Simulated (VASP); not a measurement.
Set up this calculation in VASP 6.6.1, as the native input.

| Property | Result |
| --- | --- |
| Task | single point |
| Functional | PBE |
| Potentials or basis | VASP PAW PBE potentials, release 64 (Mo_sv, W_sv) |
| Cutoff | 520 eV |
| k mesh | 6 × 6 × 6 |
| Occupations | gaussian, width 0.1 eV |
| Spin | collinear spin, ferromagnetic start |
| Starting moments | [1.0, 0.0, 0.0] μB |
| Dipole correction | no |
| Further INCAR settings | ALGO = Normal; EDIFF = 1e-07; NBANDS = 32 |

The structure of MoW2 lies in POSCAR:

```
MoW2
1.0
    4.7012635406      0.0000000000      0.0000000000
   -2.3506317703      4.0714136561      0.0000000000
    0.0000000000      0.0000000000      2.5781374125
Mo W
1 2
Direct
    0.0000000000      0.0000000000      0.0000000000
    0.3333333333      0.6666666667      0.5000000000
    0.6666666667      0.3333333333      0.5000000000
```

These files were run (other wordings do the same):

INCAR

```
ALGO = Normal
EDIFF = 1E-7
ENCUT = 520
GGA = PE
ISIF = 2
ISMEAR = 0
ISPIN = 2
LASPH = True
LCHARG = False
LMAXMIX = 4
LORBIT = 11
LREAL = False
LWAVE = False
MAGMOM = 1 0 0
NBANDS = 32
NELM = 150
PREC = Accurate
SIGMA = 0.1
```

KPOINTS

```
k-points
0
Gamma
  6 6 6
```

Potentials or basis: VASP PAW PBE potentials, release 64 (Mo_sv, W_sv).

Run with:

```bash
$ cat potpaw_PBE.64/Mo_sv/POTCAR potpaw_PBE.64/W_sv/POTCAR > POTCAR
$ mpirun -np 1 vasp_std > vasp.out
```

Results of the run:

The pressure is 0.6 GPa and the band gap on the k mesh is zero (filled and empty bands overlap). The net moment is 0.00 μB per cell and the valence electrons inside the program's atomic spheres are Mo 12.41; W 12.11.

Caveat: the k points lie up to 0.41 Å⁻¹ apart; spin-orbit coupling is left out, which moves the levels of the heavy elements.

Wall time 3.4 min on 1 thread of AMD EPYC 7R13 (shared host), peak memory 0.2 GiB.
